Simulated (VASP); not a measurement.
Set up this calculation in VASP 6.6.1, as the native input.

```
Task                   : electric field gradients
Functional             : PBE
Potentials or basis    : VASP PAW PBE potentials, release 64 (Os)
Cutoff                 : 520 eV
k mesh                 : 15 × 15 × 9
Occupations            : fermi-dirac, width 0.05 eV
Spin                   : no spin polarisation
Dipole correction      : no
Further INCAR settings : ALGO = Normal; EDIFF = 1e-08; NBANDS = 15
```

The structure of Os lies in POSCAR:

```
Os
1.0
    2.7111232592      0.0000000000      0.0000000000
   -1.3555616296      2.3479016152      0.0000000000
    0.0000000000      0.0000000000      4.2833982837
Os
2
Direct
    0.3333333333      0.6666666667      0.2500000000
    0.6666666667      0.3333333333      0.7500000000
```

One way to write it, as run:

INCAR

```
SYSTEM = Os
PREC = Accurate ; ENCUT = 520
EDIFF = 1E-8 ; ISMEAR = -1
SIGMA = 0.05 ; LREAL = .False.
LASPH = .True. ; NELM = 80
ALGO = Normal ; ISIF = 2
LWAVE = .False. ; LCHARG = .False.
GGA = PE ; LEFG = .True.
NBANDS = 15
```

KPOINTS

```
Automatic mesh
0
Gamma
  15 15 9
  0 0 0
```

Potentials or basis: VASP PAW PBE potentials, release 64 (Os).

The run is started by

```sh
$ cat potpaw_PBE.64/Os/POTCAR > POTCAR
$ mpirun -np 1 vasp_std > vasp.out
```

It gave:

```
Pressure                                : 20.7 GPa
Band gap on the k mesh                  : zero (bands 8 and 9 overlap by 3.98 eV)
Largest electric field gradient by atom : Os -82.3 V/Å²
```

Caveat: the cell stands under pressure; without QUAD_EFG the Cq values of the log hold for a quadrupole moment of 1 mb, not for the nuclei; spin-orbit coupling is left out, which moves the levels of the heavy elements.

Run time: 48 s on 1 thread of Intel(R) Xeon(R) Platinum 8259CL CPU @ 2.50GHz (Skylake/Cascade Lake), with other jobs on the host, peak memory 0.17 GiB.
